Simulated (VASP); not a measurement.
Write the native input for VASP 6.6.1 that does the following.

```
Task                   : dielectric tensor
Functional             : r2SCAN
Potentials or basis    : VASP PAW PBE potentials, release 64 (Ba_sv, Hf_pv, O)
Cutoff                 : 520 eV
k mesh                 : 6 × 6 × 6
Occupations            : gaussian, width 0.01 eV
Spin                   : no spin polarisation
Dipole correction      : no
Further INCAR settings : ALGO = Normal; EDIFF = 1e-08
```

The structure of BaHfO3 lies in POSCAR:

```
BaHfO3
1.0
    4.3441411217      0.0000000000      0.0000000000
    0.0000000000      4.3441411217      0.0000000000
    0.0000000000      0.0000000000      4.3441411217
Ba Hf O
1 1 3
Direct
    0.0000000000      0.0000000000      0.0000000000
    0.5000000000      0.5000000000      0.5000000000
    0.5000000000      0.5000000000      0.0000000000
    0.5000000000      0.0000000000      0.5000000000
    0.0000000000      0.5000000000      0.5000000000
```

This cell differs from its parent crystal: strain +4.0%.

These files were run (other wordings do the same):

INCAR

```
PREC = Accurate ; ENCUT = 520
EDIFF = 1E-8 ; ISMEAR = 0
SIGMA = 0.01 ; LREAL = False
LASPH = True ; NELM = 100
ALGO = Normal ; ISIF = 2
LWAVE = False ; LCHARG = False
METAGGA = R2SCAN ; LMIXTAU = True
LCALCEPS = True
```

KPOINTS

```
regular mesh
0
Gamma
  6 6 6
```

Potentials or basis: VASP PAW PBE potentials, release 64 (Ba_sv, Hf_pv, O).

The run is started by

```bash
$ cat potpaw_PBE.64/Ba_sv/POTCAR potpaw_PBE.64/Hf_pv/POTCAR potpaw_PBE.64/O/POTCAR > POTCAR
$ mpirun -np 1 vasp_std > vasp.out
```

Results of the run:

| Quantity | Value |
| --- | --- |
| Band gap on the k mesh | 3.82 eV (least direct gap 4.15 eV) |
| Electronic dielectric tensor (diagonal) | 4.28 |
| Born charges (mean of the diagonal) | Ba +2.64; Hf +5.72; O -2.79 e |

Caveat: the cell differs from its parent crystal (strain +4.0%); spin-orbit coupling is left out, which moves the levels of the heavy elements.

Wall time 27 min on 1 thread of Intel(R) Xeon(R) Platinum 8488C (Sapphire Rapids) (shared host), peak memory 0.47 GiB.
